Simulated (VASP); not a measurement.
# Cu (P6_3/mmc) in VASP: further runs

Runs on Cu. Level: LDA. Tasks: single point.

All numbers are computed with VASP 6.6.1; they aren't measurements. Logs are shortened: lines on timing, memory, paths and dates and some standing lists are left out, and cuts for length are marked.

## 1. The cell of the first run

The structure is hexagonal, space group P6_3/mmc (No. 194). Conventional cell: a = 2.543 Å, b = 2.543 Å, c = 4.126 Å, α = 90.00°, β = 90.00°, γ = 120.00°. Within 3.3 Å of Cu (site symmetry -6m2) lie 12 Cu at 2.53 to 2.54 Å.

## 2. Single point, LDA

File INCAR:

```
SYSTEM = Cu
PREC     = Accurate       ! precision mode
ENCUT    = 520            ! plane-wave cutoff, eV
EDIFF    = 1E-7           ! SCF threshold, eV
ISMEAR   = -1             ! smearing method
SIGMA    = 0.05           ! smearing width, eV
LREAL    = .FALSE.        ! projectors in reciprocal space
LASPH    = .TRUE.         ! aspherical terms in the spheres
NELM     = 100            ! most SCF steps
ALGO     = Normal         ! electronic algorithm
ISIF     = 2              ! what is computed and relaxed
LWAVE    = .FALSE.        ! write WAVECAR
LCHARG   = .FALSE.        ! write CHGCAR
NBANDS   = 18             ! bands
```

File KPOINTS:

```
Automatic mesh
0
G
  13 13 7
  0 0 0
```

File POSCAR:

```
Cu
1.0
    2.5425156577      0.0000000000      0.0000000000
   -1.2712578238      2.2018831472      0.0000000000
    0.0000000000      0.0000000000      4.1262341269
Cu
2
Direct
    0.3333333333      0.6666666667      0.2500000000
    0.6666666667      0.3333333333      0.7500000000
```

Potentials or basis: VASP PAW LDA potentials, release 64 (Cu).

On the command line:

```console
$ cat potpaw_LDA.64/Cu/POTCAR > POTCAR
$ mpirun -np 1 vasp_std > vasp.out
```

OUTCAR:

```text
SYSTEM = Cu
   PREC = Accurate
   ENCUT = 520
   EDIFF = 1E-7
   ISMEAR = -1
   LREAL = .FALSE.
   LASPH = .TRUE.
   NELM = 100
   ISIF = 2

 ion  position               nearest neighbor table
   1  0.333  0.667  0.250-   2 2.53   2 2.53   2 2.53   2 2.53   2 2.53   2 2.53
   2  0.667  0.333  0.750-   1 2.53   1 2.53   1 2.53   1 2.53   1 2.53   1 2.53

  LATTYP: Found a hexagonal cell.
 ALAT       =     2.5425156577
 C/A-ratio  =     1.6228942836

  Lattice vectors:

 A1 = (   2.5425156577,   0.0000000000,   0.0000000000)
 A2 = (  -1.2712578238,   2.2018831472,   0.0000000000)
 A3 = (   0.0000000000,   0.0000000000,   4.1262341269)

Analysis of symmetry for initial positions (statically):
=====================================================================
 Subroutine PRICEL returns:
 Original cell was already a primitive cell.

 Routine SETGRP: Setting up the symmetry group for a
 hexagonal supercell.

 Subroutine GETGRP returns: Found 24 space group operations
 (whereof 12 operations were pure point group operations)
 out of a pool of 24 trial point group operations.

The static configuration has the point symmetry D_3d.
 The point group associated with its full space group is D_6h.

Analysis of symmetry for dynamics (positions and initial velocities):
=====================================================================
 Subroutine PRICEL returns:
 Original cell was already a primitive cell.

 Routine SETGRP: Setting up the symmetry group for a
 hexagonal supercell.

 Subroutine GETGRP returns: Found 24 space group operations
 (whereof 12 operations were pure point group operations)
 out of a pool of 24 trial point group operations.

The dynamic configuration has the point symmetry D_3d.
 The point group associated with its full space group is D_6h.

 Subroutine INISYM returns: Found 24 space group operations
 (whereof 12 operations are pure point group operations),
 and found     1 'primitive' translations

----------------------------------------------------------------------------------------

                                     Primitive cell

  volume of cell :      23.1000

  direct lattice vectors                    reciprocal lattice vectors
     2.542515658  0.000000000  0.000000000     0.393311245  0.227078353  0.000000000
    -1.271257824  2.201883147  0.000000000     0.000000000  0.454156707  0.000000000
     0.000000000  0.000000000  4.126234127     0.000000000  0.000000000  0.242351735
[... 76 lines left out ...]
   ISTART =      0    job   : 0-new  1-cont  2-samecut
   ICHARG =      2    charge: 1-file 2-atom 10-const
   ISPIN  =      1    spin polarized calculation?
   LNONCOLLINEAR =      F non collinear calculations
   LSORBIT =      F    spin-orbit coupling
   LASPH  =      T    aspherical Exc in radial PAW
   ENCUT  =  520.0 eV  38.22 Ry    6.18 a.u.   4.73  4.73  7.67*2*pi/ulx,y,z
   NELM   =    100;   NELMIN=  2; NELMDL= -5     # of ELM steps
   EDIFF  = 0.1E-06   stopping-criterion for ELM
   LREAL  =      F    real-space projection
   EDIFFG = 0.1E-05   stopping-criterion for IOM
   NSW    =      0    number of steps for IOM
   IBRION =     -1    ionic relax: 0-MD 1-quasi-New 2-CG
   NFREE  =      0    steps in history (QN), initial steepest desc. (CG)
   ISIF   =      2    stress and relaxation
   ISYM   =      2    0-nonsym 1-usesym 2-fastsym
   POTIM  = 0.5000    time-step for ionic-motion
   TEBEG  =    0.0;   TEEND  =   0.0 temperature during run
   PSTRESS=    0.0 pullay stress
   NELECT =      22.0000    total number of electrons
   NUPDOWN=      -1.0000    fix difference up-down
   EMIN   =  10.00;   EMAX   =-10.00  energy-range for DOS
   EFERMI =   0.00;   METHOD = LEGACY
   ISMEAR =    -1;   SIGMA  =   0.05  broadening in eV -4-tet -1-fermi 0-gaus
   EFERMI_NEDOS =   21; number of points for ismear=-14 and -15
   IALGO  =     38    algorithm
   IMIX   =      4    mixing-type and parameters
     AMIX     =   0.40;   BMIX     =  1.00
     AMIX_MAG =   1.60;   BMIX_MAG =  1.00
  volume/ion in A,a.u.               =      11.55        77.94
  Fermi-wavevector in a.u.,A,eV,Ry     =   1.610689  3.043762 35.297871  2.594320
  Thomas-Fermi vector in A             =   2.706199
   LORBIT       =      0    0 simple, 1 ext, 2 COOP (PROOUT), +10 PAW based schemes
   GGA     = CA    functional components
   LHFCALC =     F    Hartree Fock is set to
   AEXX    =    0.0000 exact exchange contribution
   IVDW    =     0    specifies the selected vdW correction
   LEPSILON=     F    determine dielectric tensor
   LRPA    =     F    only Hartree local field effects (RPA)
 non-spin polarized calculation
  energy-cutoff  :      520.00
  volume of cell :       23.10
 maximum number of plane-waves:       646
 NGX is ok and might be reduce to    20
   NGX =  9   NGY =  9   NGZ = 15

 number of electron      21.9999981 magnetization

 Free energy of the ion-electron system (eV)
  ---------------------------------------------------
  ext. energy  EPLUGINS =         0.00000000
  ---------------------------------------------------
  free energy    TOTEN  =        -9.37405967 eV

  energy without entropy =       -9.37140573  energy(sigma->0) =       -9.37273270

 E-fermi :   7.6250     XC(G=0): -13.2333

 val. band max:        7.5281222353   @ k =   0.3846   0.0000   0.4286
 cond. band min:       7.6840788977   @ k =   0.1538  -0.0000   0.1429
 fundamental gap:      0.1559566624
 Fermi energy:         7.6249856777

 k-point     1 :       0.0000    0.0000    0.0000
  band No.  band energies     occupation
      1      -1.8989      2.00000
      2       2.3798      2.00000
      3       4.4907      2.00000
      4       4.5319      2.00000
      5       4.5319      2.00000
      6       4.7519      2.00000
[... 481 lines left out ...]
      5       4.5500      2.00000
      6       4.7132      2.00000
[... 10 lines left out ...]
     17      28.9363      0.00000
     18      30.3526      0.00000

 [... further k-points ...]
[... 5 lines left out ...]
  --------------------------------------------------------------------------------------
  -------------------------------------------------------------------------------------
  Total       -1.4337932     -1.4337932     -0.9333941     -0.0000000     -0.0000000      0.0000000
  in kB      -99.4455412    -99.4455411    -64.7386801     -0.0000002     -0.0000000      0.0000000
  external PRESSURE =     -87.8765875 kB  Pullay stress =       0.0000000 kB

 VOLUME and BASIS-vectors are now :
 -----------------------------------------------------------------------------
  energy-cutoff  :      520.00
  volume of cell :       23.10
      direct lattice vectors                 reciprocal lattice vectors
     2.542515658  0.000000000  0.000000000     0.393311245  0.227078353  0.000000000
    -1.271257824  2.201883147  0.000000000     0.000000000  0.454156707  0.000000000
     0.000000000  0.000000000  4.126234127     0.000000000  0.000000000  0.242351735

 POSITION                                       TOTAL-FORCE (eV/Angst)
 -----------------------------------------------------------------------------------
      0.00000      1.46792      1.03156         0.000000      0.000000      0.000000
      1.27126      0.73396      3.09468        -0.000000     -0.000000     -0.000000
 -----------------------------------------------------------------------------------
    total drift:                               -0.000000      0.000000     -0.000000

  FREE ENERGIE OF THE ION-ELECTRON SYSTEM (eV)
  ---------------------------------------------------
  free  energy   TOTEN  =        -9.3740596719 eV

  energy  without entropy=       -9.3714057264  energy(sigma->0) =       -9.37273270
```

OSZICAR:

```text
N       E                     dE             d eps       ncg     rms          rms(c)
DAV:   1     0.122359656320E+03    0.12236E+03   -0.10558E+04  3280   0.227E+03
DAV:   2    -0.460273210507E+01   -0.12696E+03   -0.12066E+03  3032   0.290E+02
DAV:   3    -0.112922721467E+02   -0.66895E+01   -0.63692E+01  3354   0.895E+01
DAV:   4    -0.113692392783E+02   -0.76967E-01   -0.76898E-01  3638   0.105E+01
DAV:   5    -0.113702749353E+02   -0.10357E-02   -0.10356E-02  3830   0.106E+00    0.113E+01
DAV:   6    -0.101876679312E+02    0.11826E+01   -0.12221E+01  3230   0.104E+02    0.577E+00
DAV:   7    -0.940342864217E+01    0.78424E+00   -0.25104E+00  3338   0.429E+01    0.752E-01
DAV:   8    -0.937887251440E+01    0.24556E-01   -0.22510E-02  3860   0.214E+00    0.500E-01
DAV:   9    -0.937402442267E+01    0.48481E-02   -0.61455E-03  3754   0.229E+00    0.137E-02
DAV:  10    -0.937405829759E+01   -0.33875E-04   -0.20165E-04  3394   0.155E-01    0.759E-03
DAV:  11    -0.937405970026E+01   -0.14027E-05   -0.32061E-06  4960   0.358E-02    0.283E-03
DAV:  12    -0.937405967190E+01    0.28358E-07   -0.39224E-07  3598   0.150E-02
   1 F= -.93740597E+01 E0= -.93727327E+01  d E =-.265395E-02
```

Run time: 38 s. Hardware: 1 thread of Intel Xeon 8259CL, shared host; peak memory 0.14 GiB.

Results:

| Quantity | Value |
| --- | --- |
| Free energy | -9.3741 eV |
| Pressure | -8.8 GPa |
| Band gap on the k mesh | zero (band 11 reaches 10.67 eV, above the bottom of band 12 at 5.67 eV) |

## 3. Single point, LDA

This run uses another cell than the first one, of 11.89 Å³/atom, 1.030 times its volume.

File INCAR:

```
  PREC = Accurate
  ENCUT = 520
  EDIFF = 1E-7
  ISMEAR = -1
  SIGMA = 0.05
  LREAL = F
  LASPH = T
  NELM = 60
  ALGO = Normal
  ISIF = 2
  LWAVE = F
  LCHARG = F
  GGA = CA
  NBANDS = 18
```

File KPOINTS:

```
regular mesh
0
Gamma
  13 13 7
```

File POSCAR:

```
Cu
1.0
    2.5674438714      0.0000000000      0.0000000000
   -1.2837219306      2.2234716135      0.0000000000
    0.0000000000      0.0000000000      4.1666899825
Cu
2
Direct
    0.3333333333      0.6666666667      0.2500000000
    0.6666666667      0.3333333333      0.7500000000
```

Potentials or basis: VASP PAW LDA potentials, release 64 (Cu).

On the command line:

```console
$ cat potpaw_LDA.64/Cu/POTCAR > POTCAR
$ mpirun -np 1 vasp_std > vasp.out
```

Run time: 42 s. Hardware: 1 thread of Intel Xeon 8259CL, shared host; peak memory 0.14 GiB.

It converged, with:

```yaml
Free_energy: -9.3285 eV
Pressure: -12.6 GPa
Band_gap_on_the_k_mesh: zero (band 11 reaches 10.24 eV, above the bottom of band 12 at 5.34 eV)
```

Stress tensor (GPa, compression positive):
```
-13.64   0.00   0.00
  0.00 -13.64   0.00
  0.00   0.00 -10.41
```

Levels at points of the mesh, in eV from the Fermi level:
```
           k point  band 9  band 10  band 11  band 12  band 13  band 14
(0.00, 0.00, 0.00)   -2.52    -1.76    -1.76    -0.90     3.76    21.32
```

## 4. Single point, LDA

This run uses another cell than the first one, of 12.24 Å³/atom, 1.059 times its volume.

File INCAR:

```
PREC = Accurate
ENCUT = 520
EDIFF = 1E-6
ISMEAR = -1
SIGMA = 0.05
LREAL = F
LASPH = T
NELM = 60
ALGO = Normal
ISIF = 2
LWAVE = F
LCHARG = F
NBANDS = 18
```

KPOINTS is that of step 3.

File POSCAR:

```
Cu
1.0
    2.5918971895      0.0000000000      0.0000000000
   -1.2959485896      2.2446488082      0.0000000000
    0.0000000000      0.0000000000      4.2063751327
Cu
2
Direct
    0.3333333333      0.6666666667      0.2500000000
    0.6666666667      0.3333333333      0.7500000000
```

On the command line:

```console
$ cat potpaw_LDA.64/Cu/POTCAR > POTCAR
$ mpirun -np 1 vasp_std > vasp.out
```

Wall time 43 s (1 thread of Intel Xeon 8259CL, shared host); peak memory 0.15 GiB.

It converged, with:

- Free energy: -9.2682 eV
- Pressure: -15.7 GPa
- Band gap on the k mesh: zero (band 11 reaches 9.83 eV, above the bottom of band 12 at 5.03 eV)

Stress tensor (GPa, compression positive):
```
-16.71   0.00   0.00
  0.00 -16.71   0.00
  0.00   0.00 -13.67
```

Levels at points of the mesh, in eV from the Fermi level:
```tsv
k point	band 9	band 10	band 11	band 12	band 13	band 14
(0.00, 0.00, 0.00)	-2.46	-1.73	-1.73	-0.82	3.62	20.93
```

## 5. Overview

```csv
cell,gap on the mesh (eV),pressure (GPa)
"a = 2.543, b = 2.543, c = 4.126 Å, angles 90.0, 90.0, 120.0°, 2 atoms",none,-8.8
"a = 2.567, b = 2.567, c = 4.167 Å, angles 90.0, 90.0, 120.0°, 2 atoms",none,-12.6
"a = 2.592, b = 2.592, c = 4.206 Å, angles 90.0, 90.0, 120.0°, 2 atoms",none,-15.7
```

Alike in all rows: task single point; level LDA; potentials or basis VASP PAW LDA potentials, release 64 (Cu); no spin polarisation; k mesh 13 × 13 × 7; cutoff (eV) 520; smearing fermi-dirac 0.05 eV.

Absolute energies hang on the potentials; compare differences alone.
